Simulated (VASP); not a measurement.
Mg6F: single point with PBE

Slab: Mg6F, a slab with vacuum.

```
Mg F
1.0
     3.20344    0.00000    0.00000
    -1.60172    7.81532    0.00000
     0.00000    0.00000   20.98511
Mg F
6 1
Direct
  0.84939 0.69878 0.19061
  0.52100 0.04200 0.21976
  0.19261 0.38523 0.24891
  0.37107 0.74148 0.32830
  0.04262 0.08345 0.35424
  0.71282 0.42511 0.38051
  0.71282 0.05011 0.52490
```

```yaml
Program: VASP 6.6.1
Task: single point
Functional: PBE
Potentials_or_basis: VASP PAW PBE potentials, release 64 (Mg, F)
Cutoff: 520 eV
k_mesh: 9 × 4 × 1
Occupations: gaussian, width 0.1 eV
Spin: no spin polarisation
Dipole_correction: yes
Further_INCAR_settings: ALGO = Normal; EDIFF = 1e-06; NBANDS = 18
```

- Largest force: 0.927 eV/Å

Forces in eV/Å, atoms in the order of the input:
```
Mg   0.001  0.019  0.123
Mg  -0.002 -0.029  0.070
Mg   0.002 -0.006 -0.114
Mg   0.001  0.004  0.026
Mg  -0.030 -0.099  0.515
Mg   0.008 -0.025  0.298
F    0.019  0.136 -0.916
```

Levels at points of the mesh, in eV from the Fermi level:
| k point | band 7 | band 8 | band 9 | band 10 | band 11 | band 12 |
| --- | --- | --- | --- | --- | --- | --- |
| (0.00, 0.00, 0.00) | -1.54 | -0.63 | -0.28 | -0.22 | 0.06 | 1.07 |
| (0.00, 0.50, 0.00) | -0.56 | -0.52 | -0.42 | -0.20 | 0.04 | 0.06 |

Run time: 7.2 min on 1 thread of AMD EPYC 7R43 64-Core Processor (Zen 3), with other jobs on the host, peak memory 0.53 GiB.

Caveat: an odd number of electrons without spin polarisation forces a metal; a magnetic or distorted state may lie lower.
